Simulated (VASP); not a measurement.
# Rb3Zn (I4/mmm) in VASP: a series of runs, part 2 of 2

VASP 6.6.1.

## (3) Single point, PBE

This run uses another cell than the first one, of 59.78 Å³/atom.

Contents of INCAR:

```
SYSTEM = Rb3Zn
  ALGO = Fast
  EDIFF = 1E-6
  ENCUT = 520
  GGA = PE
  ISIF = 2
  ISMEAR = -1
  LASPH = .TRUE.
  LCHARG = .TRUE.
  LELF = .TRUE.
  LREAL = .FALSE.
  LVHAR = .TRUE.
  LWAVE = .FALSE.
  NBANDS = 28
  NELM = 100
  PREC = Accurate
  SIGMA = 0.05
```

Contents of KPOINTS:

```
k-points
0
G
  6 6 6
  0 0 0
```

Contents of POSCAR:

```
Rb3Zn
1.0
   -3.0972545821      3.0972545821      6.2321524388
    3.0972545821     -3.0972545821      6.2321524388
    3.0972545821      3.0972545821     -6.2321524388
Rb Zn
3 1
Direct
    0.5000000000      0.5000000000      0.0000000000
    0.2500000000      0.7500000000      0.5000000000
    0.7500000000      0.2500000000      0.5000000000
    0.0000000000      0.0000000000      0.0000000000
```

Potentials or basis: VASP PAW PBE potentials, release 64 (Rb_sv, Zn).

Started as:

```console
cat potpaw_PBE.64/Rb_sv/POTCAR potpaw_PBE.64/Zn/POTCAR > POTCAR
mpirun -np 1 vasp_std > vasp.out
```

OUTCAR:

```text
SYSTEM = Rb3Zn
   EDIFF = 1E-6
   ENCUT = 520
   GGA = PE
   ISIF = 2
   ISMEAR = -1
   LASPH = .TRUE.
   LREAL = .FALSE.
   NELM = 100
   PREC = Accurate

 ion  position               nearest neighbor table
   1  0.500  0.500  0.000-   4 4.38   4 4.38   4 4.38   4 4.38   3 4.39   2 4.39   3 4.39   3 4.39
                             2 4.39   2 4.39   3 4.39   2 4.39
   2  0.250  0.750  0.500-   3 4.38   3 4.38   3 4.38   3 4.38   4 4.39   1 4.39   4 4.39   1 4.39
                             4 4.39   4 4.39   1 4.39   1 4.39
   3  0.750  0.250  0.500-   2 4.38   2 4.38   2 4.38   2 4.38   4 4.39   1 4.39   4 4.39   4 4.39
                             1 4.39   1 4.39   4 4.39   1 4.39
   4  0.000  0.000  0.000-   1 4.38   1 4.38   1 4.38   1 4.38   3 4.39   2 4.39   3 4.39   2 4.39
                             3 4.39   3 4.39   2 4.39   2 4.39

  LATTYP: Found a body centered tetragonal cell.
 ALAT       =     6.1945091642
 C/A-ratio  =     2.0121537554

  Lattice vectors:

 A1 = (  -3.0972545821,   3.0972545821,   6.2321524388)
 A2 = (   3.0972545821,  -3.0972545821,   6.2321524388)
 A3 = (   3.0972545821,   3.0972545821,  -6.2321524388)

Analysis of symmetry for initial positions (statically):
=====================================================================
 Subroutine PRICEL returns:
 Original cell was already a primitive cell.

 Routine SETGRP: Setting up the symmetry group for a
 body centered tetragonal supercell.

 Subroutine GETGRP returns: Found 16 space group operations
 (whereof 16 operations were pure point group operations)
 out of a pool of 16 trial point group operations.

The static configuration has the point symmetry D_4h.

Analysis of symmetry for dynamics (positions and initial velocities):
=====================================================================
 Subroutine PRICEL returns:
 Original cell was already a primitive cell.

 Routine SETGRP: Setting up the symmetry group for a
 body centered tetragonal supercell.

 Subroutine GETGRP returns: Found 16 space group operations
 (whereof 16 operations were pure point group operations)
 out of a pool of 16 trial point group operations.

The dynamic configuration has the point symmetry D_4h.

 Subroutine INISYM returns: Found 16 space group operations
 (whereof 16 operations are pure point group operations),
 and found     1 'primitive' translations

----------------------------------------------------------------------------------------

                                     Primitive cell

  volume of cell :     239.1398

  direct lattice vectors                    reciprocal lattice vectors
    -3.097254582  3.097254582  6.232152439     0.000000000  0.161433291  0.080229103
     3.097254582 -3.097254582  6.232152439     0.161433291  0.000000000  0.080229103
     3.097254582  3.097254582 -6.232152439     0.161433291  0.161433291  0.000000000

  length of vectors
     7.617459938  7.617459938  7.617459938     0.180270398  0.180270398  0.228301149

  position of ions in fractional coordinates (direct lattice)
     0.500000000  0.500000000  0.000000000
     0.250000000  0.750000000  0.500000000
     0.750000000  0.250000000  0.500000000
     0.000000000  0.000000000  0.000000000

  ion indices of the primitive-cell ions
   primitive index   ion index
                 1           1
                 2           2
                 3           3
[... 30 lines left out ...]
  0.000000  0.000000  0.000000      1.000000
  0.166667 -0.000000  0.000000      8.000000
  0.333333  0.000000  0.000000      8.000000
  0.500000 -0.000000  0.000000      4.000000
  0.166667  0.166667  0.000000      8.000000
  0.333333  0.166667  0.000000     16.000000
[... 16 lines left out ...]
 -0.333333 -0.333333  0.166667      8.000000
 -0.166667 -0.333333  0.166667      8.000000
 [... further k-points ...]
   k-points           NKPTS =     30   k-points in BZ     NKDIM =     30   number of bands    NBANDS=     28
   number of dos      NEDOS =    301   number of ions     NIONS =      4
   total plane-waves  NPLWV = 216000
   dimension x,y,z NGX =    60 NGY =   60 NGZ =   60
   dimension x,y,z NGXF=   120 NGYF=  120 NGZF=  120
   ions per type =               3   1
   NGX,Y,Z   is equivalent  to a cutoff of  13.09, 13.09, 13.09 a.u.
   NGXF,Y,Z  is equivalent  to a cutoff of  26.19, 26.19, 26.19 a.u.
 SYSTEM =  Rb3Zn
   PREC   = accura    normal or accurate (medium, high low for compatibility)
   ISTART =      0    job   : 0-new  1-cont  2-samecut
   ICHARG =      2    charge: 1-file 2-atom 10-const
   ISPIN  =      1    spin polarized calculation?
   LNONCOLLINEAR =      F non collinear calculations
   LSORBIT =      F    spin-orbit coupling
   LASPH  =      T    aspherical Exc in radial PAW
   ENCUT  =  520.0 eV  38.22 Ry    6.18 a.u.  14.16 14.16 14.16*2*pi/ulx,y,z
   NELM   =    100;   NELMIN=  2; NELMDL= -5     # of ELM steps
   EDIFF  = 0.1E-05   stopping-criterion for ELM
   LREAL  =      F    real-space projection
   EDIFFG = 0.1E-04   stopping-criterion for IOM
   NSW    =      0    number of steps for IOM
   IBRION =     -1    ionic relax: 0-MD 1-quasi-New 2-CG
   NFREE  =      0    steps in history (QN), initial steepest desc. (CG)
   ISIF   =      2    stress and relaxation
   ISYM   =      2    0-nonsym 1-usesym 2-fastsym
   POTIM  = 0.5000    time-step for ionic-motion
   TEBEG  =    0.0;   TEEND  =   0.0 temperature during run
   PSTRESS=    0.0 pullay stress
   NELECT =      39.0000    total number of electrons
   NUPDOWN=      -1.0000    fix difference up-down
   EMIN   =  10.00;   EMAX   =-10.00  energy-range for DOS
   EFERMI =   0.00;   METHOD = LEGACY
   ISMEAR =    -1;   SIGMA  =   0.05  broadening in eV -4-tet -1-fermi 0-gaus
   EFERMI_NEDOS =   21; number of points for ismear=-14 and -15
   IALGO  =     68    algorithm
   IMIX   =      4    mixing-type and parameters
     AMIX     =   0.40;   BMIX     =  1.00
     AMIX_MAG =   1.60;   BMIX_MAG =  1.00
  volume/ion in A,a.u.               =      59.78       403.45
  Fermi-wavevector in a.u.,A,eV,Ry     =   0.894429  1.690225 10.884698  0.800003
  Thomas-Fermi vector in A             =   2.016633
   LORBIT       =      0    0 simple, 1 ext, 2 COOP (PROOUT), +10 PAW based schemes
   GGA     = PE    functional components
   LHFCALC =     F    Hartree Fock is set to
   AEXX    =    0.0000 exact exchange contribution
   IVDW    =     0    specifies the selected vdW correction
   LEPSILON=     F    determine dielectric tensor
   LRPA    =     F    only Hartree local field effects (RPA)
 non-spin polarized calculation
 RMM-DIIS sequential band-by-band and
  energy-cutoff  :      520.00
  volume of cell :      239.14
 maximum number of plane-waves:      6475
 NGX is ok and might be reduce to    60
   NGX = 29   NGY = 29   NGZ = 29

 number of electron      39.0000000 magnetization

 Free energy of the ion-electron system (eV)
  ---------------------------------------------------
  ext. energy  EPLUGINS =         0.00000000
  ---------------------------------------------------
  free energy    TOTEN  =        -3.22748835 eV

  energy without entropy =       -3.20145225  energy(sigma->0) =       -3.21447030

 E-fermi :   0.6048     XC(G=0):  -6.4182

 val. band max:        0.5700683814   @ k =   0.5000   0.3333   0.0000
 cond. band min:       0.6104328428   @ k =   0.5000   0.1667   0.0000
 fundamental gap:      0.0403644613
 Fermi energy:         0.6048029968

 k-point     1 :       0.0000    0.0000    0.0000
  band No.  band energies     occupation
      1     -28.2912      2.00000
      2     -28.2475      2.00000
      3     -28.2333      2.00000
      4     -12.5155      2.00000
      5     -12.4383      2.00000
      6     -12.4383      2.00000
[... 733 lines left out ...]
     27       3.1067      0.00000
     28       3.1617      0.00000

 [... further k-points ...]

------------------------ aborting loop because EDIFF is reached ----------------------------------------

  FORCE on cell =-STRESS in cart. coord.  units (eV):
  Direction    XX          YY          ZZ          XY          YZ          ZX
  --------------------------------------------------------------------------------------
  -------------------------------------------------------------------------------------
  Total        0.3685257      0.3685257      0.1938678      0.0000000     -0.0000000      0.0000000
  in kB        2.4690304      2.4690304      1.2988665      0.0000000     -0.0000000      0.0000000
  external PRESSURE =       2.0789758 kB  Pullay stress =       0.0000000 kB

 VOLUME and BASIS-vectors are now :
 -----------------------------------------------------------------------------
  energy-cutoff  :      520.00
  volume of cell :      239.14
      direct lattice vectors                 reciprocal lattice vectors
    -3.097254582  3.097254582  6.232152439     0.000000000  0.161433291  0.080229103
     3.097254582 -3.097254582  6.232152439     0.161433291  0.000000000  0.080229103
     3.097254582  3.097254582 -6.232152439     0.161433291  0.161433291  0.000000000

 POSITION                                       TOTAL-FORCE (eV/Angst)
 -----------------------------------------------------------------------------------
      0.00000      0.00000      6.23215         0.000000      0.000000     -0.000000
      3.09725     -0.00000      3.11608         0.000000     -0.000000      0.000000
     -0.00000      3.09725      3.11608        -0.000000     -0.000000      0.000000
      0.00000      0.00000      0.00000         0.000000      0.000000     -0.000000
 -----------------------------------------------------------------------------------
    total drift:                               -0.000000     -0.000000      0.000000

  FREE ENERGIE OF THE ION-ELECTRON SYSTEM (eV)
  ---------------------------------------------------
  free  energy   TOTEN  =        -3.2274883539 eV

  energy  without entropy=       -3.2014522540  energy(sigma->0) =       -3.21447030
```

OSZICAR:

```text
N       E                     dE             d eps       ncg     rms          rms(c)
DAV:   1     0.278144070994E+03    0.27814E+03   -0.15953E+04  1680   0.117E+03
DAV:   2     0.301139530966E+02   -0.24803E+03   -0.24235E+03  1896   0.269E+02
DAV:   3    -0.212811717771E+01   -0.32242E+02   -0.32068E+02  2476   0.912E+01
DAV:   4    -0.319861233337E+01   -0.10705E+01   -0.10680E+01  2208   0.165E+01
DAV:   5    -0.325145831028E+01   -0.52846E-01   -0.52840E-01  2500   0.276E+00    0.253E+00
RMM:   6    -0.323014190550E+01    0.21316E-01   -0.70370E-02  2109   0.174E+00    0.160E+00
RMM:   7    -0.322579795672E+01    0.43439E-02   -0.34670E-02  2206   0.761E-01    0.434E-01
RMM:   8    -0.322734779566E+01   -0.15498E-02   -0.96138E-03  2442   0.391E-01    0.135E-01
RMM:   9    -0.322746035764E+01   -0.11256E-03   -0.22095E-03  2262   0.296E-01    0.502E-02
RMM:  10    -0.322745277758E+01    0.75801E-05   -0.58698E-04  2467   0.987E-02    0.180E-02
RMM:  11    -0.322747861686E+01   -0.25839E-04   -0.20475E-04  2638   0.594E-02    0.102E-02
RMM:  12    -0.322748351707E+01   -0.49002E-05   -0.61623E-05  2774   0.323E-02    0.350E-03
RMM:  13    -0.322748624470E+01   -0.27276E-05   -0.31252E-05  2637   0.200E-02    0.207E-03
RMM:  14    -0.322748771913E+01   -0.14744E-05   -0.11545E-05  2371   0.120E-02    0.737E-04
RMM:  15    -0.322748835395E+01   -0.63482E-06   -0.66821E-06  2189   0.901E-03
   1 F= -.32274884E+01 E0= -.32144703E+01  d E =-.260361E-01
```

stdout:

```text
POSCAR found type information on POSCAR RbZn
 POSCAR found :  2 types and       4 ions
 scaLAPACK will be used
 LDA part: xc-table for (Slater+PW92), standard interpolation
 POSCAR, INCAR and KPOINTS ok, starting setup
 FFT: planning ... GRIDC
 FFT: planning ... GRID_SOFT
 FFT: planning ... GRID
 WAVECAR not read
 entering main loop
WARNING in EDDRMM: call to ZHEGV failed, returncode =   6  3     15
```

It took 9.5 min on 1 thread of Oxide Virtual Turin-like, shared host; peak memory 0.55 GiB.

Results:

| Item | Value |
| --- | --- |
| Free energy | -3.2275 eV |
| Pressure | 0.2 GPa |
| Band gap on the k mesh | zero (an odd number of electrons rules out a gap without spin polarisation) |

Levels at points of the mesh, in eV from the Fermi level:
```tsv
k point	band 15	band 16	band 17	band 18	band 19	band 20	band 21	band 22	band 23	band 24
(0.00, 0.00, 0.00)	-7.13	-7.13	-7.13	-3.91	-0.52	0.45	0.92	0.92	1.56	1.70
(0.50, 0.00, 0.00)	-7.13	-7.13	-7.13	-3.48	-1.16	0.12	0.55	0.89	1.59	2.13
(0.50, 0.50, 0.00)	-7.13	-7.13	-7.13	-3.39	-0.55	0.28	0.33	0.46	0.53	1.83
(0.50, 0.50, 0.50)	-7.13	-7.13	-7.13	-3.59	-1.42	0.22	1.13	1.13	1.21	2.19
```

## (4) Single point, PBE

This run uses another cell than the first one, of 61.03 Å³/atom.

Contents of INCAR:

```
  ALGO = Fast
  EDIFF = 1E-7
  ENCUT = 520
  GGA = PE
  ISIF = 2
  ISMEAR = -1
  LASPH = T
  LCHARG = F
  LREAL = F
  LWAVE = F
  NBANDS = 28
  NELM = 80
  PREC = Accurate
  SIGMA = 0.05
```

Contents of KPOINTS:

```
k-points
0
Gamma
  6 6 6
```

Contents of POSCAR:

```
Rb3Zn
1.0
   -3.1186156335      3.1186156335      6.2751341587
    3.1186156335     -3.1186156335      6.2751341587
    3.1186156335      3.1186156335     -6.2751341587
Rb Zn
3 1
Direct
    0.5000000000      0.5000000000      0.0000000000
    0.2500000000      0.7500000000      0.5000000000
    0.7500000000      0.2500000000      0.5000000000
    0.0000000000      0.0000000000      0.0000000000
```

Potentials or basis: VASP PAW PBE potentials, release 64 (Rb_sv, Zn).

Started as:

```console
cat potpaw_PBE.64/Rb_sv/POTCAR potpaw_PBE.64/Zn/POTCAR > POTCAR
mpirun -np 1 vasp_std > vasp.out
```

OUTCAR:

```text
EDIFF = 1E-7
   ENCUT = 520
   GGA = PE
   ISIF = 2
   ISMEAR = -1
   LASPH = T
   LREAL = F
   NELM = 80
   PREC = Accurate

 ion  position               nearest neighbor table
   1  0.500  0.500  0.000-   4 4.41   4 4.41   4 4.41   4 4.41   3 4.42   2 4.42   3 4.42   3 4.42
                             2 4.42   2 4.42   3 4.42   2 4.42
   2  0.250  0.750  0.500-   3 4.41   3 4.41   3 4.41   3 4.41   4 4.42   1 4.42   4 4.42   1 4.42
                             4 4.42   4 4.42   1 4.42   1 4.42
   3  0.750  0.250  0.500-   2 4.41   2 4.41   2 4.41   2 4.41   4 4.42   1 4.42   4 4.42   4 4.42
                             1 4.42   1 4.42   4 4.42   1 4.42
   4  0.000  0.000  0.000-   1 4.41   1 4.41   1 4.41   1 4.41   3 4.42   2 4.42   3 4.42   2 4.42
                             3 4.42   3 4.42   2 4.42   2 4.42

  LATTYP: Found a body centered tetragonal cell.
 ALAT       =     6.2372312670
 C/A-ratio  =     2.0121537554

  Lattice vectors:

 A1 = (  -3.1186156335,   3.1186156335,   6.2751341587)
 A2 = (   3.1186156335,  -3.1186156335,   6.2751341587)
 A3 = (   3.1186156335,   3.1186156335,  -6.2751341587)

Analysis of symmetry for initial positions (statically):
[... 179 lines left out ...]

 val. band max:        0.5121425983   @ k =   0.5000   0.3333   0.0000
 cond. band min:       0.5540246351   @ k =   0.5000   0.1667  -0.0000
 fundamental gap:      0.0418820368
 Fermi energy:         0.5477573530

 k-point     1 :       0.0000    0.0000    0.0000
  band No.  band energies     occupation
      1     -28.3520      2.00000
      2     -28.3103      2.00000
      3     -28.2971      2.00000
      4     -12.5671      2.00000
      5     -12.4939      2.00000
      6     -12.4939      2.00000
[... 733 lines left out ...]
     27       3.0343      0.00000
     28       3.0771      0.00000

 [... further k-points ...]

------------------------ aborting loop because EDIFF is reached ----------------------------------------

  FORCE on cell =-STRESS in cart. coord.  units (eV):
  Direction    XX          YY          ZZ          XY          YZ          ZX
  --------------------------------------------------------------------------------------
  -------------------------------------------------------------------------------------
  Total        0.2497954      0.2497954      0.0834042      0.0000000     -0.0000000      0.0000000
  in kB        1.6394125      1.6394125      0.5473834      0.0000000     -0.0000000      0.0000000
  external PRESSURE =       1.2754028 kB  Pullay stress =       0.0000000 kB

 VOLUME and BASIS-vectors are now :
 -----------------------------------------------------------------------------
  energy-cutoff  :      520.00
  volume of cell :      244.12
      direct lattice vectors                 reciprocal lattice vectors
    -3.118615634  3.118615634  6.275134159     0.000000000  0.160327549  0.079679571
     3.118615634 -3.118615634  6.275134159     0.160327549  0.000000000  0.079679571
     3.118615634  3.118615634 -6.275134159     0.160327549  0.160327549  0.000000000

 POSITION                                       TOTAL-FORCE (eV/Angst)
 -----------------------------------------------------------------------------------
      0.00000      0.00000      6.27513         0.000000     -0.000000     -0.000000
      3.11862     -0.00000      3.13757        -0.000000      0.000000     -0.000000
     -0.00000      3.11862      3.13757        -0.000000      0.000000      0.000000
      0.00000      0.00000      0.00000         0.000000     -0.000000     -0.000000
 -----------------------------------------------------------------------------------
    total drift:                               -0.000000     -0.000000      0.000000

  FREE ENERGIE OF THE ION-ELECTRON SYSTEM (eV)
  ---------------------------------------------------
  free  energy   TOTEN  =        -3.2327078539 eV

  energy  without entropy=       -3.2067893769  energy(sigma->0) =       -3.21974862
```

OSZICAR:

```text
N       E                     dE             d eps       ncg     rms          rms(c)
DAV:   1     0.272449879338E+03    0.27245E+03   -0.15836E+04  1680   0.116E+03
DAV:   2     0.294920582278E+02   -0.24296E+03   -0.23714E+03  1904   0.266E+02
DAV:   3    -0.229616982375E+01   -0.31788E+02   -0.31676E+02  2492   0.909E+01
[... 11 lines left out ...]
RMM:  15    -0.323270711577E+01   -0.54893E-06   -0.56824E-06  2841   0.806E-03    0.808E-04
RMM:  16    -0.323270748496E+01   -0.36920E-06   -0.26241E-06  2713   0.605E-03    0.606E-04
RMM:  17    -0.323270768935E+01   -0.20438E-06   -0.16445E-06  2554   0.483E-03    0.469E-04
RMM:  18    -0.323270779138E+01   -0.10203E-06   -0.95242E-07  2341   0.387E-03    0.805E-05
RMM:  19    -0.323270785392E+01   -0.62544E-07   -0.54088E-07  2089   0.315E-03
   1 F= -.32327079E+01 E0= -.32197486E+01  d E =-.259185E-01
```

Wall time 15 min (1 thread of Oxide Virtual Turin-like, shared host); peak memory 0.55 GiB.

What came out:

```yaml
Free_energy: -3.2327 eV
Pressure: 0.1 GPa
Band_gap_on_the_k_mesh: zero (an odd number of electrons rules out a gap without spin polarisation)
```

Levels at points of the mesh, in eV from the Fermi level:
```tsv
k point	band 15	band 16	band 17	band 18	band 19	band 20	band 21	band 22	band 23	band 24
(0.00, 0.00, 0.00)	-7.13	-7.13	-7.13	-3.88	-0.54	0.47	0.92	0.92	1.54	1.67
(0.50, 0.00, 0.00)	-7.13	-7.13	-7.13	-3.47	-1.15	0.13	0.52	0.90	1.59	2.10
(0.50, 0.50, 0.00)	-7.13	-7.13	-7.13	-3.37	-0.54	0.27	0.33	0.46	0.52	1.81
(0.50, 0.50, 0.50)	-7.13	-7.13	-7.13	-3.58	-1.41	0.22	1.12	1.12	1.21	2.20
```

## (5) The runs side by side

| cell | further INCAR settings | gap on the mesh (eV) | pressure (GPa) |
| --- | --- | --- | --- |
| a = 7.564 Å, angles 132.0, 132.0, 70.2°, 4 atoms | ALGO = Fast; EDIFF = 1e-07; NBANDS = 28 | none | 0.3 |
| a = 7.617 Å, angles 132.0, 132.0, 70.2°, 4 atoms | ALGO = Fast; EDIFF = 1e-06; NBANDS = 28 | none | 0.2 |
| a = 7.670 Å, angles 132.0, 132.0, 70.2°, 4 atoms | ALGO = Fast; EDIFF = 1e-07; NBANDS = 28 | none | 0.1 |

Alike in all rows: task single point; level PBE; potentials or basis VASP PAW PBE potentials, release 64 (Rb_sv, Zn); no spin polarisation; k mesh 6 × 6 × 6; cutoff (eV) 520; smearing fermi-dirac 0.05 eV.

Absolute energies hang on the potentials; compare differences alone.

The gap in the log of VASP goes by the Fermi energy; the results here count the filled bands.